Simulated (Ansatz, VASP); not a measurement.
**B2AsH2: VASP beside Ansatz**

```
B H As
1.0
     3.45386    0.00000    0.00000
     0.00000    3.45386    0.00000
     0.00000    0.00000    4.28189
B H As
2 2 1
Direct
  0.00000 0.00000 0.31093
  0.00000 0.00000 0.68907
  0.50000 0.50000 0.90457
  0.50000 0.50000 0.09543
  0.50000 0.50000 0.50000
```

Alike in both runs: functional PBE; k mesh 12 × 12 × 8; occupations gaussian, width 0.1 eV; no spin polarisation.

Ansatz relaxed the structure, and its values are those at the end. VASP's run is a single point on that final structure, the one shown.

```csv
,VASP,Ansatz
version,VASP 6.6.1,Ansatz 0.2.0
potentials or method,"VASP PAW PBE potentials, release 64 (B, H, As), cutoff 520 eV","scalar-relativistic, plane waves, PAW"
valence electrons in the cell,13,23
```

VASP gave:

```
gap on the k mesh at the Fermi level (eV) : none
pressure (GPa)                            : 0.1
rms of the force components (eV/Å)        : 0.010
```

Task: Which values does Ansatz return?

Result: gap on the k mesh at the Fermi level (eV): none; pressure (GPa): 0.0; rms of the force components (eV/Å): 0.000.

A gap of «none» marks a metal or a gap that the smearing closes. VASP's potentials hold 13 valence electrons a cell and Ansatz's 23, so a difference there can come from the potentials and not from the codes.
